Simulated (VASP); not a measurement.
# CSO4 in VASP: a series of runs, part 2 of 2

VASP 6.6.1. Earlier steps stand in the parts before.

## (3) Single point, PBE

This run uses another cell than the first one, of 22.20 Å³/atom.

Contents of INCAR:

```
PREC     = Accurate       # precision mode
ENCUT    = 910            # plane-wave cutoff, eV
EDIFF    = 1E-6           # SCF threshold, eV
ISMEAR   = -1             # smearing method
SIGMA    = 0.02           # smearing width, eV
LREAL    = Auto         
LASPH    = True           # aspherical terms in the spheres
NELM     = 120            # most SCF steps
ALGO     = Normal         # electronic algorithm
ISIF     = 2              # what is computed and relaxed
LWAVE    = False          # write WAVECAR
LCHARG   = True           # write CHGCAR
GGA      = PE             # functional
LELF     = True           # ELF
LVHAR    = True         
NBANDS   = 126            # bands
GGA_COMPAT= False
```

Contents of KPOINTS:

```
Automatic mesh
0
Gamma
  1 1 1
```

Contents of POSCAR:

```
CSO4
1.0
    9.8035460000      0.0639320000      0.7346130000
    0.0639320000      9.4888850000     -0.0327930000
    0.7346130000     -0.0327930000      8.6473770000
C O S
6 24 6
Direct
    0.0243485418      0.1326729274      0.8103803024
    0.3621670335     -0.0587319787      0.9012006058
    0.4352559618      0.5265814354      0.7927749070
    0.8389696787      0.5510615106      0.6890589976
    0.6044939688      0.2016406961      0.1217297772
    0.8266834674      0.4152955450      0.2483211227
    0.0501791648      0.2490358533      0.7800636385
   -0.0048122162      0.0164298242      0.8414313265
    0.3105574517     -0.0706336282      0.7904182008
    0.4305020815     -0.0442731258      0.9977818390
    0.4334429938      0.4039440130      0.7925216719
    0.4249373445      0.6483156547      0.8007741212
    0.7186126569      0.5503795515      0.7053522007
    0.9568910817      0.5538022418      0.6721478905
    0.6322087502      0.1036889962      0.1924596911
    0.5599971085      0.3012954575      0.0658580314
    0.7937351481      0.4669815080      0.3713872503
    0.8556873424      0.3507537509      0.1301438832
    0.4945535275      0.6131636910      0.2396104653
    0.6395161278      0.7688986817      0.3743698966
    0.0723030641      0.8813143126      0.1254121532
    0.0107382613      0.9395584030      0.4100922710
    0.8130074483      0.1894981728      0.5886488322
    0.5870846935      0.0897355977      0.5557364564
    0.1815797232      0.4619246211      0.3158711675
    0.1475416688      0.3105927917      0.0948957402
    0.7943342795      0.7921208790     -0.1241939918
    0.8785470456      0.6438975687      0.0712728556
    0.4110813529      0.3700384132      0.4828225905
    0.2842353850      0.1660162534      0.4019416711
    0.5142642432      0.6950612734      0.3791794837
    0.1025843753      0.8693286210      0.2841379620
    0.7364009957      0.0609543572      0.5662328740
    0.1794449136      0.4473698314      0.1528727188
    0.8084767367      0.7718753261      0.0373170485
    0.3309936191      0.2430166495      0.5281043060
```

Potentials or basis: VASP PAW PBE potentials, release 64 (C_h, O_h, S).

Run with:

```console
$ cat potpaw_PBE.64/C_h/POTCAR potpaw_PBE.64/O_h/POTCAR potpaw_PBE.64/S/POTCAR > POTCAR
$ mpirun -np 1 vasp_gam > vasp.out
```

OUTCAR:

```text
PREC = Accurate
   ENCUT = 910
   EDIFF = 1E-6
   ISMEAR = -1
   LREAL = Auto
   LASPH = True
   NELM = 120
   ISIF = 2
   GGA = PE

 ion  position               nearest neighbor table
   1  0.024  0.133  0.810-   7 1.16   8 1.17
   2  0.362  0.941  0.901-   9 1.16  10 1.16
   3  0.435  0.527  0.793-  12 1.16  11 1.16
   4  0.839  0.551  0.689-  14 1.15  13 1.17
   5  0.604  0.202  0.122-  15 1.17  16 1.18
   6  0.827  0.415  0.248-  17 1.17  18 1.18
   7  0.050  0.249  0.780-   1 1.16
   8  0.995  0.016  0.841-   1 1.17
   9  0.311  0.929  0.790-   2 1.16
  10  0.431  0.956  0.998-   2 1.16
  11  0.433  0.404  0.793-   3 1.16
  12  0.425  0.648  0.801-   3 1.16
[... 16 lines left out ...]
  29  0.411  0.370  0.483-  36 1.47
  30  0.284  0.166  0.402-  36 1.45
  31  0.514  0.695  0.379-  20 1.42  19 1.47
  32  0.103  0.869  0.284-  22 1.45  21 1.46
  33  0.736  0.061  0.566-  23 1.47  24 1.51
  34  0.179  0.447  0.153-  25 1.42  26 1.45
  35  0.808  0.772  0.037-  28 1.44  27 1.44
  36  0.331  0.243  0.528-  30 1.45  29 1.47

  LATTYP: Found a triclinic cell.
 ALAT       =    12.8166457204
 B/A-ratio  =     0.7403775716
 C/A-ratio  =     1.6590479840
 COS(alpha) =     0.0005638007
 COS(beta)  =     0.6028847189
 COS(gamma) =     0.7358735350

  Lattice vectors:

 A1 = (  -0.7985450000,  -9.4560920000,  -8.6145840000)
 A2 = (  -0.0639320000,  -9.4888850000,   0.0327930000)
 A3 = ( -11.2727720000,   0.0016540000, -18.0293670000)

Analysis of symmetry for initial positions (statically):
=====================================================================
 Subroutine PRICEL returns:
 Original cell was already a primitive cell.

 Routine SETGRP: Setting up the symmetry group for a
[... 181 lines left out ...]
   IALGO  =     38    algorithm
   IMIX   =      4    mixing-type and parameters
     AMIX     =   0.40;   BMIX     =  1.00
     AMIX_MAG =   1.60;   BMIX_MAG =  1.00
  volume/ion in A,a.u.               =      22.20       149.82
  Fermi-wavevector in a.u.,A,eV,Ry     =   1.038462  1.962409 14.672571  1.078404
  Thomas-Fermi vector in A             =   2.172947
   LORBIT       =      0    0 simple, 1 ext, 2 COOP (PROOUT), +10 PAW based schemes
   GGA     = PE    functional components
   LHFCALC =     F    Hartree Fock is set to
   AEXX    =    0.0000 exact exchange contribution
   IVDW    =     0    specifies the selected vdW correction
   LEPSILON=     F    determine dielectric tensor
   LRPA    =     F    only Hartree local field effects (RPA)
 non-spin polarized calculation
  energy-cutoff  :      910.00
  volume of cell :      799.25
 maximum number of plane-waves:     24925
 NGX is ok and might be reduce to    98
   NGX = 49   NGY = 47   NGZ = 43

 number of electron     203.9999998 magnetization

 Free energy of the ion-electron system (eV)
  ---------------------------------------------------
  ext. energy  EPLUGINS =         0.00000000
  ---------------------------------------------------
  free energy    TOTEN  =      -242.45612122 eV

  energy without entropy =     -242.45612122  energy(sigma->0) =     -242.45612122

 E-fermi :  -2.5770     XC(G=0):  -6.5695

 val. band max:       -3.1342986032   @ k =   0.0000   0.0000   0.0000
 cond. band min:      -0.3936115597   @ k =   0.0000   0.0000   0.0000
 fundamental gap:      2.7406870435
 Fermi energy:        -2.5769881734

 k-point     1 :       0.0000    0.0000    0.0000
  band No.  band energies     occupation
      1     -24.6995      2.00000
      2     -24.6141      2.00000
      3     -24.5421      2.00000
      4     -24.4744      2.00000
      5     -24.4703      2.00000
      6     -24.4683      2.00000
[... 106 lines left out ...]
    113       3.7681      0.00000
    114       3.8220      0.00000
 [bands above 114 left out]

------------------------ aborting loop because EDIFF is reached ----------------------------------------

  FORCE on cell =-STRESS in cart. coord.  units (eV):
  Direction    XX          YY          ZZ          XY          YZ          ZX
  --------------------------------------------------------------------------------------
  -------------------------------------------------------------------------------------
  Total        2.7536999      1.6006702      1.4217591      1.4027440     -1.3605068      0.9382009
  in kB        5.5200686      3.2087046      2.8500592      2.8119416     -2.7272729      1.8807182
  external PRESSURE =       3.8596108 kB  Pullay stress =       0.0000000 kB

 VOLUME and BASIS-vectors are now :
 -----------------------------------------------------------------------------
  energy-cutoff  :      910.00
  volume of cell :      799.25
      direct lattice vectors                 reciprocal lattice vectors
     9.803546000  0.063932000  0.734613000     0.102662343 -0.000721844 -0.008724121
     0.063932000  9.488885000 -0.032793000    -0.000721844  0.105392917  0.000460998
     0.734613000 -0.032793000  8.647377000    -0.008724121  0.000460998  0.116384884

 POSITION                                       TOTAL-FORCE (eV/Angst)
 -----------------------------------------------------------------------------------
      0.84250      1.23390      7.02120        -0.318758     -0.434847      0.142513
      4.27273      8.92518      8.02821         0.759256      0.100587     -0.925430
      4.88310      4.99850      7.15790        -0.520736     -0.925400      0.370456
      8.76630      5.26000      6.55680        -2.052903      0.032870      0.059094
      6.02850      1.94800      1.49010        -1.325345      0.623125      0.405283
      8.31340      3.98540      2.74100        -0.093704     -1.353078     -0.816513
[... 28 lines left out ...]
      8.00270      7.37470      0.89130        -0.042427      0.188001     -0.302252
      3.64840      2.30980      4.80190         0.656259      1.112984     -0.694786
 -----------------------------------------------------------------------------------
    total drift:                                0.006404      0.003780      0.013422

  FREE ENERGIE OF THE ION-ELECTRON SYSTEM (eV)
  ---------------------------------------------------
  free  energy   TOTEN  =      -242.4561212177 eV

  energy  without entropy=     -242.4561212177  energy(sigma->0) =     -242.45612122
```

stdout:

```text
POSCAR found type information on POSCAR C O S
 POSCAR found :  3 types and      36 ions
 scaLAPACK will be used
 LDA part: xc-table for (Slater+PW92), standard interpolation
 POSCAR, INCAR and KPOINTS ok, starting setup
 FFT: planning ... GRIDC
 FFT: planning ... GRID_SOFT
 FFT: planning ... GRID
 WAVECAR not read
 entering main loop
```

Wall time 3.6 min (1 thread of AMD EPYC 9R45 (Zen 5), shared host); peak memory 1.4 GiB.

Results:

| Quantity | Value |
| --- | --- |
| Free energy | -242.4561 eV |
| Pressure | 0.4 GPa |
| Largest force | 3.120 eV/Å |
| Band gap on the k mesh | 2.74 eV |

Forces in eV/Å, atoms in the order of the input:
```
C   -0.319 -0.435  0.143
C    0.759  0.101 -0.925
C   -0.521 -0.925  0.370
C   -2.053  0.033  0.059
C   -1.325  0.623  0.405
C   -0.094 -1.353 -0.817
O    0.372  1.010 -0.284
O   -0.052 -0.419  0.062
O   -0.951 -0.018 -0.362
O    0.150  0.024  1.217
O    0.302 -0.408  0.107
O    0.213  1.283 -0.136
O   -0.243 -0.152  0.027
O    2.372 -0.001 -0.171
O    0.595 -0.197 -0.290
O    0.663 -0.508 -0.137
O    0.123  0.352 -0.128
O   -0.201  0.810  0.989
O    0.315  0.899  1.123
O    1.381  0.820  0.130
O    0.247 -0.054  0.711
O    0.292 -0.341 -0.476
O   -0.246 -1.260 -0.159
O    2.453 -0.978  0.347
O   -0.027  0.414  1.282
O    0.162  0.081 -0.073
O   -0.192  0.222  0.021
O    0.166 -0.153  0.208
O   -0.643 -1.039  0.225
O    0.042 -0.204  0.188
S   -1.741 -1.621 -1.234
S   -0.355  0.430 -0.077
S   -2.284  2.125 -0.069
S    0.026 -0.460 -1.279
S   -0.042  0.188 -0.302
S    0.656  1.113 -0.695
```

Levels at points of the mesh, in eV from the valence-band top:
| k point | band 99 | band 100 | band 101 | band 102 | band 103 | band 104 | band 105 | band 106 |
| --- | --- | --- | --- | --- | --- | --- | --- | --- |
| (0.00, 0.00, 0.00) | -0.38 | -0.37 | -0.24 | 0.00 | 2.74 | 2.86 | 3.07 | 3.26 |

Caveat: the k points lie up to 0.73 Å⁻¹ apart; the cutoff is under 1.25 times the usual one of these potentials, so pressure, stress and relaxed cells hold a basis-set (Pulay) error; the atoms stand as in a frame of molecular dynamics.

## (4) Single point, PBE

This run uses another cell than the first one, of 23.33 Å³/atom.

Contents of INCAR:

```
PREC = Accurate
ENCUT = 910
EDIFF = 1E-6
ISMEAR = -1
SIGMA = 0.02
LREAL = Auto
LASPH = T
NELM = 120
ALGO = Normal
ISIF = 2
LWAVE = F
LCHARG = T
GGA = PE
LELF = T
LVHAR = T
NBANDS = 126
GGA_COMPAT = F
```

KPOINTS is that of step 3.

Contents of POSCAR:

```
CSO4
1.0
    9.4353880000      0.0000000000      0.0000000000
    0.0000000000      9.4353880000      0.0000000000
    0.0000000000      0.0000000000      9.4353880000
C O S
6 24 6
Direct
    0.0392458689      0.2158681763      0.8271201990
    0.3686546860     -0.0058821110      0.8914312798
    0.4041381234      0.5032225490      0.8159918808
    0.7780072213      0.5100691143      0.6707408323
    0.5936586816      0.1205885757      0.1917144266
    0.8186096852      0.3671073198      0.2240819349
    0.1220617531      0.3072263695      0.8194045650
   -0.0390127041      0.1189882175      0.8232623820
    0.3140199428      0.0609195933      0.8012919024
    0.4291609418     -0.0710834573      0.9774584787
    0.4249109841      0.3803341209      0.8155255513
    0.3705306025      0.6217232402      0.8057114344
    0.6749166012      0.5420338835      0.6093761062
    0.8831433323      0.4755925247      0.7266579816
    0.6701897156      0.0594146208      0.2666662993
    0.5225752243      0.1918628042      0.1123006282
    0.7568846135      0.4288641866      0.3108828169
    0.8760530039      0.2977619998      0.1391887647
    0.5446198927      0.7001301907      0.2473348208
    0.4898155752      0.8108834528      0.4838274801
    0.1228460345      0.9426003467      0.1225810746
   -0.0056807415      0.9749148631      0.3496093642
    0.7693907235      0.1958372035      0.5821700178
    0.6217868306      0.0284355026      0.7102940547
    0.1767176930      0.5588641400      0.2138756774
    0.1754988772      0.2912757801      0.1961339587
    0.6940361117      0.7010310546     -0.1005999965
    0.8508606111      0.7471340871      0.1146746694
    0.4250593616      0.2990973980      0.4159235423
    0.2779959870      0.0793184128      0.4549150496
    0.4878972651      0.6869881769      0.3905721736
    0.0922908523      0.8945684057      0.2647267924
    0.7404782930      0.0486572465      0.6139016223
    0.1863304403      0.4285992267      0.1284737840
    0.7584531765      0.7969995511     -0.0019395069
    0.3060181521      0.2295189133      0.4875051243
```

Run with:

```console
$ cat potpaw_PBE.64/C_h/POTCAR potpaw_PBE.64/O_h/POTCAR potpaw_PBE.64/S/POTCAR > POTCAR
$ mpirun -np 1 vasp_gam > vasp.out
```

Run time: 5 min. Hardware: 1 thread of AMD EPYC 9R45 (Zen 5), shared host; peak memory 1.4 GiB.

Results (log left out):

```yaml
Free_energy: -242.7705 eV
Pressure: -0.6 GPa
Largest_force: 3.743 eV/Å
Band_gap_on_the_k_mesh: 2.82 eV
```

Forces in eV/Å, atoms in the order of the input:
```
C   -0.177 -0.905 -0.698
C    0.087  0.434 -0.797
C   -0.557 -0.891 -0.696
C   -0.063 -0.202 -0.429
C   -1.757  2.395 -2.277
C   -0.195 -0.447  0.026
O   -0.037  0.352  0.359
O    0.198  0.449  0.464
O    0.031 -0.490  0.671
O   -0.153 -0.153  0.129
O    0.438  0.479  0.350
O    0.193  0.484  0.306
O    0.116  0.034  0.291
O   -0.088  0.169  0.134
O   -0.016 -0.424  0.235
O    1.678 -1.902  2.040
O   -0.171  0.558  0.419
O    0.271  0.009 -0.493
O   -0.245  0.038  0.597
O    0.064 -0.770 -0.726
O    0.009  0.071 -0.037
O   -0.282  0.146  0.142
O    0.369 -0.074 -0.417
O    0.470 -0.459 -0.232
O    0.050 -1.266 -0.485
O    0.068  0.367  0.108
O    0.025 -0.728 -0.122
O   -1.084  0.038 -1.529
O   -0.726 -0.481  0.529
O    0.373  1.530  0.323
S    0.104  0.734  0.033
S    0.216 -0.154 -0.100
S   -0.847  0.579  0.515
S    0.096  0.955  0.434
S    1.078  0.576  1.690
S    0.465 -1.054 -0.757
```

Stress tensor (GPa, compression positive):
```
-0.19  0.14 -0.30
 0.14 -0.93  0.23
-0.30  0.23 -0.82
```

Levels at points of the mesh, in eV from the valence-band top:
```tsv
k point	band 98	band 99	band 100	band 101	band 102	band 103	band 104	band 105	band 106	band 107
(0.00, 0.00, 0.00)	-0.43	-0.36	-0.29	-0.18	0.00	2.82	3.06	3.09	3.27	3.35
```

Caveat: the k points lie up to 0.67 Å⁻¹ apart; the cutoff is under 1.25 times the usual one of these potentials, so pressure, stress and relaxed cells hold a basis-set (Pulay) error.

## (5) The runs side by side

```csv
cell,gap on the mesh (eV),pressure (GPa),largest force (eV/Å)
"a = 9.535, b = 8.998, c = 8.672 Å, angles 86.6, 85.6, 88.8°, 36 atoms, atomic positions A",2.38,0.4,2.93
"a = 9.831, b = 9.489, c = 8.679 Å, angles 90.4, 80.9, 89.3°, 36 atoms, atomic positions B",2.74,0.4,3.12
"a = 9.435 Å, 36 atoms, atomic positions C",2.82,-0.6,3.74
```

Alike in all rows: task single point; level PBE; potentials or basis VASP PAW PBE potentials, release 64 (C_h, O_h, S); no spin polarisation; k mesh 1 × 1 × 1; cutoff (eV) 910; smearing fermi-dirac 0.02 eV.

Caveats: all runs use coarse meshes; the cutoff is under 1.25 times the usual one of these potentials, so pressure, stress and relaxed cells hold a basis-set (Pulay) error; the atoms stand as in a frame of molecular dynamics (at least some runs).

Absolute energies hang on the potentials; compare differences alone.
